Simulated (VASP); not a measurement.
# Al15N15O (a cell with a defect) (V_Al-O_N) in VASP: a series of runs, part 2 of 2

VASP 6.6.1. The steps go on from the part before.

### Step 3. Single point, PBE

INCAR

```
SYSTEM = Al15N15O
PREC     = Accurate       ! precision mode
ENCUT    = 520            ! plane-wave cutoff, eV
EDIFF    = 1E-6           ! SCF threshold, eV
ISMEAR   = 0              ! smearing method
SIGMA    = 0.01           ! smearing width, eV
LREAL    = Auto         
LASPH    = .True.         ! aspherical terms in the spheres
NELM     = 60             ! most SCF steps
ALGO     = Normal         ! electronic algorithm
ISIF     = 2              ! what is computed and relaxed
LWAVE    = .False.        ! write WAVECAR
LCHARG   = .False.        ! write CHGCAR
GGA      = PE             ! functional
NBANDS   = 84             ! bands
```

KPOINTS

```
Automatic mesh
0
Gamma
  1 1 1
  0.25 0.25 0.25
```

POSCAR

```
Al15N15O
1.0
    6.2595139102      0.0000000601      0.0000000000
   -3.1297570100      5.4208980298      0.0000000000
    0.0000000000      0.0000000000     10.0348065900
Al O N
15 1 15
Direct
    0.3278132194      0.1711629266      0.2515751102
    0.3275126654      0.1712930183      0.7507968276
    0.1631916080      0.3355255473      0.9993389385
    0.3451915759      0.6812959576      0.2445993481
    0.1808956053      0.8504440846      0.5022411609
    0.3289555556      0.6571337872      0.7496087552
    0.1672972617      0.8359597410      1.0006126084
    0.8174578817      0.1537854195      0.2443457391
    0.6486094752      0.3179076578      0.5020462027
    0.8415588170      0.1696675715      0.7497291673
    0.6627950246      0.3316195931      1.0005985118
    0.8350267955      0.6641688886      0.2468237615
    0.6881918699      0.8109564484      0.5163661546
    0.8386167625      0.6600798360      0.7527788571
    0.6672585191      0.8314187830      0.9945406437
    0.3285927911      0.1704040375      0.4355658627
    0.1609801363      0.3377014221      0.1984551926
    0.3299938578      0.1687113272      0.9429895543
    0.1663786148      0.3323179332      0.6969153462
    0.4276494208      0.7983120256      0.4246783061
    0.1681208336      0.8378597814      0.1905590574
    0.3311037849      0.6704534329      0.9423433885
    0.1723637321      0.8349302460      0.6886756817
    0.6998902708      0.0706633593      0.4240645423
    0.6611002327      0.3311597255      0.1905218844
    0.8280875973      0.1675511978      0.9424210024
    0.6637845278      0.3260391571      0.6885641138
    0.8462730915      0.6526256504      0.4393219663
    0.6724041173      0.8265867785      0.1821452658
    0.8340644521      0.6646541556      0.9400924044
    0.6719892784      0.8264193534      0.6983938802
```

Potentials or basis: VASP PAW PBE potentials, release 64 (Al, O, N).

The run is started by

```console
$ cat potpaw_PBE.64/Al/POTCAR potpaw_PBE.64/O/POTCAR potpaw_PBE.64/N/POTCAR > POTCAR
$ mpirun -np 1 vasp_std > vasp.out
```

OUTCAR:

```text
SYSTEM = Al15N15O
   PREC = Accurate
   ENCUT = 520
   EDIFF = 1E-6
   ISMEAR = 0
   LREAL = Auto
   LASPH = .True.
   NELM = 60
   ISIF = 2
   GGA = PE

 ion  position               nearest neighbor table
   1  0.328  0.171  0.252-  16 1.85  17 1.88  25 1.91  21 1.91   9 3.06   5 3.06   3 3.10  11 3.11
                             7 3.11   8 3.12   4 3.12  12 3.13  12 3.13   4 3.14   8 3.14
   2  0.328  0.171  0.751-  19 1.83  27 1.93  23 1.93  18 1.93   6 3.04  10 3.04   5 3.04   9 3.04
                             3 3.06  11 3.10   7 3.10  14 3.13  14 3.13  10 3.22   6 3.22
   3  0.163  0.336  0.999-  18 1.89  22 1.90  26 1.90  17 2.00  10 3.05   6 3.05   2 3.06   8 3.09
                             4 3.09   1 3.10   7 3.12  11 3.12  15 3.13  15 3.13  11 3.14   7 3.14
   4  0.345  0.681  0.245-  29 1.88  21 1.89  17 1.92  20 1.92   8 2.96   7 3.04  15 3.06   3 3.09
                            12 3.12   1 3.12   1 3.14  12 3.14   5 3.15   8 3.30  13 3.31
   5  0.181  0.850  0.502-  16 1.86  23 1.87  20 1.90  28 1.93   9 2.93  13 2.97   2 3.04   1 3.06
                             6 3.10  14 3.13   4 3.15  12 3.18  13 3.31   9 3.33
   6  0.329  0.657  0.750-  19 1.84  23 1.91  31 1.93  22 1.94   2 3.04  13 3.05  10 3.05   3 3.05
                            15 3.07  14 3.08   5 3.10   7 3.12  14 3.18  10 3.21   2 3.22
   7  0.167  0.836  0.001-  22 1.88  18 1.89  30 1.91  21 1.91   4 3.04  12 3.06  14 3.06   2 3.10
                            11 3.10   1 3.11  15 3.12   3 3.12   6 3.12   3 3.14  15 3.14  11 3.16
   8  0.817  0.154  0.244-  29 1.88  25 1.89  24 1.92  17 1.92   4 2.96  11 3.04  15 3.06   3 3.09
                            12 3.12   1 3.12  12 3.14   1 3.14   9 3.15   4 3.30  13 3.31
   9  0.649  0.318  0.502-  16 1.86  27 1.87  24 1.90  28 1.93   5 2.93  13 2.97   2 3.04   1 3.06
                            10 3.10  14 3.13   8 3.15  12 3.18  13 3.31   5 3.33
  10  0.842  0.170  0.750-  19 1.84  27 1.91  31 1.93  26 1.94   2 3.04  13 3.05   6 3.05   3 3.05
                            15 3.07  14 3.08   9 3.10  11 3.12  14 3.18   6 3.21   2 3.22
  11  0.663  0.332  0.001-  26 1.88  18 1.89  30 1.90  25 1.91   8 3.04  12 3.06  14 3.06   2 3.10
                             7 3.10   1 3.11  15 3.12   3 3.12  10 3.12   3 3.14  15 3.15   7 3.16
  12  0.835  0.664  0.247-  29 1.88  25 1.89  21 1.89  28 1.94   7 3.06  11 3.06  15 3.12   4 3.12
                             8 3.12   1 3.13   1 3.13  13 3.14   4 3.14   8 3.14   9 3.18   5 3.18
  13  0.688  0.811  0.516-  31 1.83  20 1.84  24 1.84  28 1.88  14 2.88   5 2.97   9 2.97  10 3.05
                             6 3.05  12 3.14   9 3.31   5 3.31   4 3.31   8 3.31
  14  0.839  0.660  0.753-  30 1.88  31 1.89  23 1.92  27 1.92  13 2.88  15 3.06  11 3.06   7 3.06
                             6 3.08  10 3.08   5 3.13   9 3.13   2 3.13   2 3.13  10 3.18   6 3.18
  15  0.667  0.831  0.995-  29 1.88  30 1.89  26 1.90  22 1.90  14 3.06   8 3.06   4 3.06  10 3.07
                             6 3.07  11 3.12  12 3.12   7 3.12   3 3.13   3 3.13   7 3.14  11 3.15
  16  0.329  0.170  0.436-   1 1.85   9 1.86   5 1.86
  17  0.161  0.338  0.198-   1 1.88   8 1.92   4 1.92   3 2.00
  18  0.330  0.169  0.943-   7 1.89  11 1.89   3 1.89   2 1.93
  19  0.166  0.332  0.697-   2 1.83   6 1.84  10 1.84
  20  0.428  0.798  0.425-  24 1.70  13 1.84   5 1.90   4 1.92
  21  0.168  0.838  0.191-   4 1.89  12 1.89   7 1.91   1 1.91
  22  0.331  0.670  0.942-   7 1.88  15 1.90   3 1.90   6 1.94
  23  0.172  0.835  0.689-   5 1.87   6 1.91  14 1.92   2 1.93
  24  0.700  0.071  0.424-  20 1.70  13 1.84   9 1.90   8 1.92
  25  0.661  0.331  0.191-   8 1.89  12 1.89  11 1.91   1 1.91
  26  0.828  0.168  0.942-  11 1.88  15 1.90   3 1.90  10 1.94
  27  0.664  0.326  0.689-   9 1.87  10 1.91  14 1.92   2 1.93
  28  0.846  0.653  0.439-  13 1.88   9 1.93   5 1.93  12 1.94
  29  0.672  0.827  0.182-  12 1.88  15 1.88   8 1.88   4 1.88
  30  0.834  0.665  0.940-  14 1.88  15 1.89  11 1.90   7 1.91
[... 30 lines left out ...]
   PSTRESS=    0.0 pullay stress
   NELECT =     126.0000    total number of electrons
   NUPDOWN=      -1.0000    fix difference up-down
   EMIN   =  10.00;   EMAX   =-10.00  energy-range for DOS
   EFERMI =   0.00;   METHOD = LEGACY
   ISMEAR =     0;   SIGMA  =   0.01  broadening in eV -4-tet -1-fermi 0-gaus
   EFERMI_NEDOS =   21; number of points for ismear=-14 and -15
   IALGO  =     38    algorithm
   IMIX   =      4    mixing-type and parameters
     AMIX     =   0.40;   BMIX     =  1.00
     AMIX_MAG =   1.60;   BMIX_MAG =  1.00
  volume/ion in A,a.u.               =      10.98        74.12
  Fermi-wavevector in a.u.,A,eV,Ry     =   1.175325  2.221043 18.794944  1.381389
  Thomas-Fermi vector in A             =   2.311708
   LORBIT       =      0    0 simple, 1 ext, 2 COOP (PROOUT), +10 PAW based schemes
   GGA     = PE    functional components
   LHFCALC =     F    Hartree Fock is set to
   AEXX    =    0.0000 exact exchange contribution
   IVDW    =     0    specifies the selected vdW correction
   LEPSILON=     F    determine dielectric tensor
   LRPA    =     F    only Hartree local field effects (RPA)
 non-spin polarized calculation
 Gauss-broadening in eV      SIGMA  =   0.01
  energy-cutoff  :      520.00
  volume of cell :      340.50
 maximum number of plane-waves:      9148
 NGX is ok and might be reduce to    48
   NGX = 23   NGY = 23   NGZ = 37

 number of electron     126.0000005 magnetization

 Free energy of the ion-electron system (eV)
  ---------------------------------------------------
  ext. energy  EPLUGINS =         0.00000000
  ---------------------------------------------------
  free energy    TOTEN  =      -229.68921151 eV

  energy without entropy =     -229.68921151  energy(sigma->0) =     -229.68921151

 E-fermi :   6.2253     XC(G=0): -10.5810

 val. band max:        6.1236613369   @ k =   0.5000  -0.2500   0.2500
 cond. band min:       8.6824035950   @ k =  -0.2500  -0.2500   0.2500
 fundamental gap:      2.5587422581
 Fermi energy:         6.2253360578

 k-point     1 :       0.2500    0.2500    0.2500
  band No.  band energies     occupation
      1     -12.5599      2.00000
      2     -10.5262      2.00000
      3      -8.9413      2.00000
      4      -8.6403      2.00000
      5      -8.3411      2.00000
      6      -8.2364      2.00000
[... 457 lines left out ...]
     74      12.2838      0.00000
     75      12.3802      0.00000
 [bands above 75 left out]

------------------------ aborting loop because EDIFF is reached ----------------------------------------

  FORCE on cell =-STRESS in cart. coord.  units (eV):
  Direction    XX          YY          ZZ          XY          YZ          ZX
  --------------------------------------------------------------------------------------
  -------------------------------------------------------------------------------------
  Total       -0.3484824     -7.0785709      8.2786083     -5.7926356     -1.1197699      1.9449717
  in kB       -1.6397233    -33.3069846     38.9535516    -27.2562396     -5.2688827      9.1517259
  external PRESSURE =       1.3356146 kB  Pullay stress =       0.0000000 kB

 VOLUME and BASIS-vectors are now :
 -----------------------------------------------------------------------------
  energy-cutoff  :      520.00
  volume of cell :      340.50
      direct lattice vectors                 reciprocal lattice vectors
     6.259513910  0.000000060  0.000000000     0.159756813  0.092235641  0.000000000
    -3.129757010  5.420898030  0.000000000    -0.000000002  0.184471279  0.000000000
     0.000000000  0.000000000 10.034806590     0.000000000  0.000000000  0.099653141

 POSITION                                       TOTAL-FORCE (eV/Angst)
 -----------------------------------------------------------------------------------
      1.51625      0.92786      2.52451         0.077749     -0.046768     -0.020061
      1.51396      0.92856      7.53410         0.109211     -0.066031      0.044880
     -0.02861      1.81885     10.02817        -0.099951      0.056822      0.001548
      0.02844      3.69324      2.45451         0.097910     -0.117051     -0.047535
     -1.52936      4.61017      5.03989        -0.176207      0.003221      0.005290
      0.00243      3.56226      7.52218         0.091919     -0.095849      0.011884
[... 23 lines left out ...]
      3.14063      3.60302      9.43365         0.207200     -0.112671      0.015294
      1.61983      4.47994      7.00825        -0.137675      0.099952     -0.110000
 -----------------------------------------------------------------------------------
    total drift:                                0.003401      0.003410      0.015571

  FREE ENERGIE OF THE ION-ELECTRON SYSTEM (eV)
  ---------------------------------------------------
  free  energy   TOTEN  =      -229.6892115076 eV

  energy  without entropy=     -229.6892115076  energy(sigma->0) =     -229.68921151
```

It took 3.5 min on 1 thread of Intel Xeon 6975P-C (Granite Rapids), shared host; peak memory 0.47 GiB.

What came out:

* Free energy: -229.6892 eV
* Pressure: 0.1 GPa
* Largest force: 0.264 eV/Å
* Band gap on the k mesh: 2.56 eV

Forces on the atoms (eV/Å):
```
Al   0.078 -0.047 -0.020
Al   0.109 -0.066  0.045
Al  -0.100  0.057  0.002
Al   0.098 -0.117 -0.048
Al  -0.176  0.003  0.005
Al   0.092 -0.096  0.012
Al  -0.111  0.088 -0.017
Al   0.149 -0.031 -0.053
Al  -0.089  0.144  0.016
Al   0.131 -0.035  0.003
Al  -0.135  0.044 -0.014
Al   0.103 -0.063  0.033
Al   0.135 -0.080  0.102
Al   0.149 -0.096 -0.017
Al  -0.132  0.071  0.033
O    0.136 -0.086 -0.015
N   -0.198  0.126  0.002
N    0.175 -0.098  0.036
N   -0.232  0.124 -0.016
N   -0.033 -0.097 -0.073
N   -0.172  0.077  0.029
N    0.194 -0.098 -0.023
N   -0.150  0.061  0.042
N    0.069  0.091  0.018
N   -0.149  0.101  0.026
N    0.193 -0.113 -0.026
N   -0.134  0.118  0.045
N    0.063 -0.031  0.015
N   -0.132  0.061 -0.047
N    0.207 -0.113  0.015
N   -0.138  0.100 -0.110
```

Stress tensor (GPa, compression positive):
```
-0.16 -2.73  0.92
-2.73 -3.33 -0.53
 0.92 -0.53  3.90
```

Levels at points of the mesh, in eV from the valence-band top:
```csv
k point,band 61,band 62,band 63,band 64,band 65,band 66
"(0.25, 0.25, 0.25)",-1.16,-1.06,-0.02,2.56,4.86,5.00
```

Caveat: the k points lie up to 1.16 Å⁻¹ apart.

### Step 4. Single point, LDA

INCAR

```
SYSTEM = Al15N15O
PREC = Accurate
ENCUT = 520
EDIFF = 1E-6
ISMEAR = -1
SIGMA = 0.01
LREAL = Auto
LASPH = .True.
NELM = 80
ALGO = Normal
ISIF = 2
LWAVE = .False.
LCHARG = .True.
LELF = .True.
LVHAR = .True.
NELECT = 128.0
NBANDS = 84
```

KPOINTS is that of step 3.

POSCAR

```
Al15N15O
1.0
    6.2595139128      0.0000000578      0.0000000000
   -3.1297570064      5.4208980350      0.0000000000
    0.0000000000      0.0000000000     10.0348065929
Al O N
15 1 15
Direct
    0.3344444415      0.1681316590      0.2524672306
    0.3320808792      0.1704081266      0.7488069566
    0.1678026729      0.3348183831      0.9923735252
    0.3343288609      0.6636800201      0.2579964562
    0.1712912789      0.8272506055      0.4968687280
    0.3316228867      0.6620192517      0.7453748641
    0.1688554770      0.8347776210      1.0018885059
    0.8388419710      0.1681532298      0.2579508034
    0.6755292063      0.3313254799      0.4968860985
    0.8404884626      0.1708237917      0.7453671926
    0.6678454158      0.3338653225      1.0018662519
    0.8341016073      0.6683682062      0.2516134132
    0.6630592022      0.8393721627      0.4973812570
    0.8339099037      0.6686846293      0.7470508161
    0.6667688440      0.8359323102      1.0002873683
    0.3472509139      0.1554523012      0.4334051881
    0.1708407915      0.3317652010      0.1864584204
    0.3367072586      0.1658556517      0.9421940498
    0.1698463745      0.3326848641      0.7131457450
    0.3426769392      0.6848798242      0.4377369832
    0.1677088526      0.8326277265      0.1907042778
    0.3349459560      0.6747120418      0.9410343273
    0.1695235218      0.8359357179      0.6881488363
    0.8175429156      0.1596396881      0.4377038574
    0.6698394495      0.3346684005      0.1906731054
    0.8278278130      0.1675639821      0.9410154539
    0.6668051332      0.3331036456      0.6881825660
    0.8330001226      0.6695119287      0.4399411073
    0.6702504037      0.8322169469      0.1879360724
    0.8336862731      0.6688115016      0.9390133878
    0.6688710382      0.8335128822      0.6919909247
```

Potentials or basis: VASP PAW LDA potentials, release 64 (Al, O, N).

The run is started by

```console
$ cat potpaw_LDA.64/Al/POTCAR potpaw_LDA.64/O/POTCAR potpaw_LDA.64/N/POTCAR > POTCAR
$ mpirun -np 1 vasp_std > vasp.out
```

Run time: 2.9 min. Hardware: 1 thread of Intel Xeon 6975P-C (Granite Rapids), shared host; peak memory 0.4 GiB.

It converged, with:

| Item | Value |
| --- | --- |
| Free energy | -240.4522 eV |
| Largest force | 0.433 eV/Å |

Forces on the atoms (eV/Å):
```
Al   0.080 -0.048  0.077
Al   0.139 -0.068  0.007
Al  -0.110  0.061  0.030
Al   0.109 -0.043  0.004
Al  -0.082  0.129  0.020
Al   0.112 -0.085 -0.016
Al  -0.099  0.077 -0.004
Al   0.092 -0.075  0.010
Al  -0.158  0.004  0.020
Al   0.129 -0.055 -0.013
Al  -0.111  0.032 -0.006
Al   0.072 -0.043  0.040
Al  -0.061  0.028  0.031
Al   0.145 -0.085 -0.006
Al  -0.115  0.055  0.016
O    0.363 -0.210 -0.111
N   -0.179  0.100  0.010
N    0.170 -0.097  0.040
N   -0.242  0.138  0.178
N    0.106  0.162 -0.116
N   -0.136  0.101 -0.025
N    0.192 -0.113 -0.030
N   -0.162  0.070  0.100
N   -0.087 -0.163 -0.118
N   -0.155  0.079 -0.023
N    0.193 -0.099 -0.027
N   -0.155  0.097  0.096
N    0.108 -0.060 -0.072
N   -0.135  0.079  0.001
N    0.161 -0.083  0.005
N   -0.187  0.115 -0.119
```

Levels at points of the mesh, in eV from the Fermi level:
```csv
k point,band 61,band 62,band 63,band 64,band 65,band 66,band 67,band 68
"(0.25, 0.25, 0.25)",-2.11,-1.33,-1.17,-0.55,3.55,4.04,4.16,4.24
```

Caveat: the k points lie up to 1.16 Å⁻¹ apart; the cell carries a net charge on a neutralising background, which shifts energy and pressure; the cell is charged against a uniform background, so pressure and absolute levels hang on convention.

### Step 5. Single point, LDA

INCAR

```
PREC     = Accurate       # precision mode
ENCUT    = 520            # plane-wave cutoff, eV
EDIFF    = 1E-6           # SCF threshold, eV
ISMEAR   = -1             # smearing method
SIGMA    = 0.01           # smearing width, eV
LREAL    = Auto         
LASPH    = T              # aspherical terms in the spheres
NELM     = 100            # most SCF steps
ALGO     = Normal         # electronic algorithm
ISIF     = 2              # what is computed and relaxed
LWAVE    = F              # write WAVECAR
LCHARG   = T              # write CHGCAR
GGA      = CA             # functional
LELF     = T              # ELF
LVHAR    = T            
NBANDS   = 84             # bands
```

KPOINTS is that of step 4.

POSCAR

```
Al15N15O
1.0
    6.2595139128      0.0000000578      0.0000000000
   -3.1297570064      5.4208980350      0.0000000000
    0.0000000000      0.0000000000     10.0348065929
Al O N
15 1 15
Direct
    0.3278132194      0.1711629266      0.2515751102
    0.3275126654      0.1712930183      0.7507968276
    0.1631916080      0.3355255473      0.9993389385
    0.3451915759      0.6812959576      0.2445993481
    0.1808956053      0.8504440846      0.5022411609
    0.3289555556      0.6571337872      0.7496087552
    0.1672972617      0.8359597410      1.0006126084
    0.8174578817      0.1537854195      0.2443457391
    0.6486094752      0.3179076578      0.5020462027
    0.8415588170      0.1696675715      0.7497291673
    0.6627950246      0.3316195931      1.0005985118
    0.8350267955      0.6641688886      0.2468237615
    0.6881918699      0.8109564484      0.5163661546
    0.8386167625      0.6600798360      0.7527788571
    0.6672585191      0.8314187830      0.9945406437
    0.3285927911      0.1704040375      0.4355658627
    0.1609801363      0.3377014221      0.1984551926
    0.3299938578      0.1687113272      0.9429895543
    0.1663786148      0.3323179332      0.6969153462
    0.4276494208      0.7983120256      0.4246783061
    0.1681208336      0.8378597814      0.1905590574
    0.3311037849      0.6704534329      0.9423433885
    0.1723637321      0.8349302460      0.6886756817
    0.6998902708      0.0706633593      0.4240645423
    0.6611002327      0.3311597255      0.1905218844
    0.8280875973      0.1675511978      0.9424210024
    0.6637845278      0.3260391571      0.6885641138
    0.8462730915      0.6526256504      0.4393219663
    0.6724041173      0.8265867785      0.1821452658
    0.8340644521      0.6646541556      0.9400924044
    0.6719892784      0.8264193534      0.6983938802
```

The run is started by

```console
$ cat potpaw_LDA.64/Al/POTCAR potpaw_LDA.64/O/POTCAR potpaw_LDA.64/N/POTCAR > POTCAR
$ mpirun -np 1 vasp_std > vasp.out
```

Run time: 3.5 min. Hardware: 1 thread of Intel Xeon 6975P-C (Granite Rapids), shared host; peak memory 0.4 GiB.

The run converged. Its results:

```yaml
Free_energy: -252.9552 eV
Pressure: -7.0 GPa
Largest_force: 0.523 eV/Å
Band_gap_on_the_k_mesh: 2.46 eV
```

Forces on the atoms (eV/Å):
```
Al   0.085 -0.050  0.053
Al   0.115 -0.068  0.026
Al  -0.100  0.054  0.006
Al   0.110 -0.067 -0.030
Al  -0.157  0.077 -0.013
Al   0.092 -0.081  0.010
Al  -0.108  0.086 -0.010
Al   0.110 -0.069 -0.037
Al  -0.143  0.089 -0.001
Al   0.118 -0.045  0.002
Al  -0.131  0.045 -0.005
Al   0.103 -0.062  0.040
Al   0.079 -0.049  0.077
Al   0.125 -0.083 -0.007
Al  -0.131  0.071  0.053
O    0.440 -0.260 -0.108
N   -0.169  0.109 -0.068
N    0.168 -0.093  0.025
N   -0.218  0.116  0.239
N    0.108  0.300 -0.126
N   -0.161  0.078  0.014
N    0.193 -0.109 -0.033
N   -0.166  0.063  0.047
N   -0.203 -0.228 -0.034
N   -0.144  0.091  0.012
N    0.202 -0.107 -0.036
N   -0.143  0.131  0.050
N   -0.001  0.007  0.023
N   -0.164  0.081 -0.034
N    0.200 -0.109  0.002
N   -0.108  0.083 -0.137
```

Stress tensor (GPa, compression positive):
```
 -7.33  -2.73   0.90
 -2.73 -10.49  -0.52
  0.90  -0.52  -3.14
```

Levels at points of the mesh, in eV from the valence-band top:
| k point | band 59 | band 60 | band 61 | band 62 | band 63 | band 64 | band 65 | band 66 | band 67 | band 68 |
| --- | --- | --- | --- | --- | --- | --- | --- | --- | --- | --- |
| (0.25, 0.25, 0.25) | -1.38 | -1.25 | -1.16 | -1.04 | -0.02 | 2.46 | 4.75 | 4.92 | 5.04 | 5.33 |

Caveat: the k points lie up to 1.16 Å⁻¹ apart.
